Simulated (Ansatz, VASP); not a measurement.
**One calculation of B5As2, two programs**

INCAR

```
PREC     = Accurate       # precision mode
ENCUT    = 500            # plane-wave cutoff, eV
EDIFF    = 1E-7           # SCF threshold, eV
ISMEAR   = 0              # smearing method
SIGMA    = 0.2            # smearing width, eV
LREAL    = False          # projectors in reciprocal space
LASPH    = True           # aspherical terms in the spheres
NELM     = 120            # most SCF steps
ALGO     = Normal         # electronic algorithm
ISIF     = 3              # what is computed and relaxed
LWAVE    = False          # write WAVECAR
LCHARG   = False          # write CHGCAR
GGA      = PE             # functional
IBRION   = 2              # ionic algorithm
NSW      = 36             # ionic steps
EDIFFG   = -0.08          # ionic threshold
GGA_COMPAT= False        
NELMIN   = 4
```

The input KPOINTS:

```
Automatic mesh
0
Gamma
  5 5 3
```

POSCAR

```
B5As2
1.0
    4.1864603100      0.0000000000      0.0000000000
   -2.0932301600      3.6255809800      0.0000000000
    0.0000000000      0.0000000000      5.8719188900
B As
5 2
Direct
    0.5143316500      0.4856683500      0.0000000000
    0.5143316500      0.0286632900      0.0000000000
    0.9713367100      0.4856683500      0.0000000000
    0.3333333300      0.6666666700      0.2055715600
    0.3333333300      0.6666666700      0.7944284400
    0.3333333300      0.6666666700      0.5000000000
    0.0000000000      0.0000000000      0.5000000000
```

Input for Ansatz:

```yaml
crystal:
  lattice:
    - [4.18646031, 0.0, 0.0]
    - [-2.09323016, 3.62558098, 0.0]
    - [0.0, 0.0, 5.87191889]
  atoms:
    - { symbol: B, position: [0.51433165, 0.48566835, 0.0] }
    - { symbol: B, position: [0.51433165, 0.02866329, 0.0] }
    - { symbol: B, position: [0.97133671, 0.48566835, 0.0] }
    - { symbol: B, position: [0.33333333, 0.66666667, 0.20557156] }
    - { symbol: B, position: [0.33333333, 0.66666667, 0.79442844] }
    - { symbol: As, position: [0.33333333, 0.66666667, 0.5] }
    - { symbol: As, position: [0.0, 0.0, 0.5] }
basis:
  ecutwfc: 420
kpoints:
  mp_grid: { grid: [5, 5, 3] }
hamiltonian:
  xc: pbe
scf:
  occupations: { method: gaussian, width: 0.2 }
  lower_state_search: "off"
output:
  forces: true
  stress: true
  eigenvalues: true
relax:
  adjacent_minimum: "off"
  f_tol: 0.08
  max_steps: 16
  cell: { stress_tol: 0.8 }
```

Alike in both runs: task relaxation of cell and atoms; functional PBE; k mesh 5 × 5 × 3; occupations gaussian, width 0.2 eV; no spin polarisation.

|  | VASP | Ansatz |
| --- | --- | --- |
| version | VASP 6.6.1 | Ansatz 0.2.0 |
| potentials or method | VASP PAW PBE potentials, release 64 (B, As), cutoff 500 eV | scalar-relativistic, plane waves, PAW |
| valence electrons in the cell | 25 | 45 |

|  | VASP | Ansatz | Ansatz less VASP |
| --- | --- | --- | --- |
| gap on the k mesh at the Fermi level, each at its own relaxed structure (eV) | none | none | - |
| relaxed volume (Å³/atom) | 13.77 | 13.67 | -0.092 |
| relaxed length of the cell vector where the two differ most in proportion (Å) | 6.505 | 6.486 | -0.0194 |

A gap of «none» marks a metal or a gap that the smearing closes. VASP's potentials hold 25 valence electrons a cell and Ansatz's 45, so a difference there can come from the potentials and not from the codes.
